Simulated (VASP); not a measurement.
Wanted: the native input for a VASP 6.6.1 run.

```yaml
Task: single point
Functional: PBE
Potentials_or_basis: VASP PAW PBE potentials, release 64 (In_d, Sb, As)
Cutoff: 520 eV
k_mesh: 6 × 12 × 6
Occupations: gaussian, width 0.1 eV
Spin: no spin polarisation
Dipole_correction: no
Further_INCAR_settings: ALGO = Normal; EDIFF = 1e-07; NBANDS = 36
```

The structure of In3SbAs2 lies in POSCAR:

```
In3SbAs2
1.0
    6.5551461573      0.0000000000      0.1031702460
    0.0000000000      3.0072707989      0.0000000000
   -2.9017856558      0.0000000000      7.7500756756
In Sb As
3 1 2
Direct
    0.6542870439      0.0417604279      0.6862874307
    0.3457129561      0.0417604279      0.3137125693
    0.0000000000      0.5426499800      0.0000000000
    0.0000000000      0.0413790875      0.5000000000
    0.6712660417      0.0412250384      0.1556326686
    0.3287339583      0.0412250384      0.8443673314
```

The input as run:

INCAR

```
SYSTEM = In3SbAs2
PREC = Accurate ; ENCUT = 520
EDIFF = 1E-7 ; ISMEAR = 0
SIGMA = 0.1 ; LREAL = .False.
LASPH = .True. ; NELM = 80
ALGO = Normal ; ISIF = 2
LWAVE = .False. ; LCHARG = .True.
GGA = PE ; LELF = .True.
LVHAR = .True. ; NBANDS = 36
```

KPOINTS

```
regular mesh
0
Gamma
  6 12 6
  0 0 0
```

Potentials or basis: VASP PAW PBE potentials, release 64 (In_d, Sb, As).

Launch:

```bash
$ cat potpaw_PBE.64/In_d/POTCAR potpaw_PBE.64/Sb/POTCAR potpaw_PBE.64/As/POTCAR > POTCAR
$ mpirun -np 1 vasp_std > vasp.out
```

Results of the run:

```json
{
  "Pressure": "0.0 GPa",
  "Largest force": "0.009 eV/Å",
  "Band gap on the k mesh": "zero (bands 27 and 28 overlap by 3.06 eV)"
}
```

Caveat: spin-orbit coupling is left out, which moves the levels of the heavy elements.

Run time: 15 min on 1 thread of Intel Xeon 8259CL, with other jobs on the host, peak memory 0.77 GiB.
